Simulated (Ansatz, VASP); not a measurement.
SiC: VASP beside Ansatz

The input POSCAR:

```
SiC
1.0
    0.0000000000      2.1780496646      2.1780496646
    2.1780496646      0.0000000000      2.1780496646
    2.1780496646      2.1780496646      0.0000000000
Si C
1 1
Direct
    0.0000000000      0.0000000000      0.0000000000
    0.2500000000      0.2500000000      0.2500000000
```

INCAR.step1

```
  PREC = Accurate
  ENCUT = 660
  ISMEAR = 0
  SIGMA = 0.01
  LREAL = False
  LASPH = True
  NELM = 120
  NBANDS = 11
  GGA = PE
  ALGO = Normal
  EDIFF = 1E-5
  LWAVE = True
  LCHARG = False
  GGA_COMPAT = False
```

The input INCAR.step2:

```
  PREC = Accurate
  ENCUT = 660
  EDIFF = 1E-6
  ISMEAR = 0
  SIGMA = 0.01
  LREAL = False
  LASPH = True
  NELM = 120
  ALGO = Normal
  ISIF = 2
  LWAVE = False
  LCHARG = False
  METAGGA = R2SCAN
  LMIXTAU = True
  NBANDS = 11
  ISTART = 1
  GGA_COMPAT = False
```

The input KPOINTS:

```
regular mesh
0
Gamma
  10 10 10
```

Input for Ansatz:

```yaml
crystal:
  lattice:
    - [0.0, 2.1780496646, 2.1780496646]
    - [2.1780496646, 0.0, 2.1780496646]
    - [2.1780496646, 2.1780496646, 0.0]
  atoms:
    - { symbol: Si, position: [0.0, 0.0, 0.0] }
    - { symbol: C, position: [0.25, 0.25, 0.25] }
kpoints:
  mp_grid: { grid: [10, 10, 10] }
  band_path:
    path:
      - [0.0, 0.0, 0.0]
      - [-0.5, -0.5, 0.0]
      - [-0.375, -0.375, 0.25]
      - [-0.375, 0.0, 0.375]
      - [0.0, 0.0, 0.5]
      - [-0.5, -0.25, 0.25]
      - [0.0, 0.5, 0.5]
    npoints: 1
hamiltonian:
  xc: r2scan
scf:
  occupations: { method: fixed }
  n_extra_bands: 4
output:
  forces: true
  stress: true
  eigenvalues: true
```

Alike in both runs: task single point; functional r2SCAN; k mesh 10 × 10 × 10; no spin polarisation.

```csv
,VASP,Ansatz
version,VASP 6.6.1,Ansatz 0.2.0
potentials or method,"VASP PAW PBE potentials, release 64 (Si, C)","plane waves, PAW"
plane-wave cutoff (eV),660,500
occupations,"gaussian, width 0.01 eV",fixed
valence electrons in the cell,8,8
```

VASP gave:

* gap on the k mesh at the Fermi level (eV): 1.73
* pressure (GPa): -0.4

**Question.** Estimate Ansatz's values.

**Answer.** gap on the k mesh at the Fermi level (eV): 1.71; pressure (GPa): 0.0.

VASP's potentials were made for PBE, not for r2SCAN.
